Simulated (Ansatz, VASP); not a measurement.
**CoO in VASP and in Ansatz**

```
CELL_PARAMETERS angstrom
-1.50800 1.50800 2.10725
1.50800 -1.50800 2.10725
1.50800 1.50800 -2.10725
ATOMIC_POSITIONS crystal
Co 0.00000 0.00000 0.00000
O 0.50000 0.50000 0.00000
```

Alike in both runs: task single point; functional PBEsol; k mesh 4 × 4 × 4; occupations gaussian, width 0.1 eV; collinear spin.

|  | VASP | Ansatz |
| --- | --- | --- |
| version | VASP 6.6.1 | Ansatz 0.2.0 |
| potentials or method | VASP PAW PBE potentials, release 64 (Co_sv, O_h), cutoff 1340 eV | scalar-relativistic, plane waves, PAW |
| valence electrons in the cell | 23 | 23 |

Ansatz gave:

| Item | Value |
| --- | --- |
| gap on the k mesh at the Fermi level (eV) | none |
| pressure (GPa) | -15.2 |
| traceless stress, the component that is largest in VASP (GPa) | -0.09 |
| net moment per atom (μB) | 1.21 |
| size of the moment on the site where the two differ most (μB) | 0.18 |

Question: Which values does VASP return?

Answer: gap on the k mesh at the Fermi level (eV): none; pressure (GPa): -15.8; traceless stress, the component that is largest in VASP (GPa): -0.05; net moment per atom (μB): 1.20; size of the moment on the site where the two differ most (μB): 0.13.

VASP's potentials were made for PBE, not for PBEsol. Site moments also hang on the region over which each program counts them. A gap of «none» marks a metal or a gap that the smearing closes. The functional is the same, so the differences come from potentials, cutoffs and numerics.

The k mesh is coarse, so the values compare programs but aren't converged.
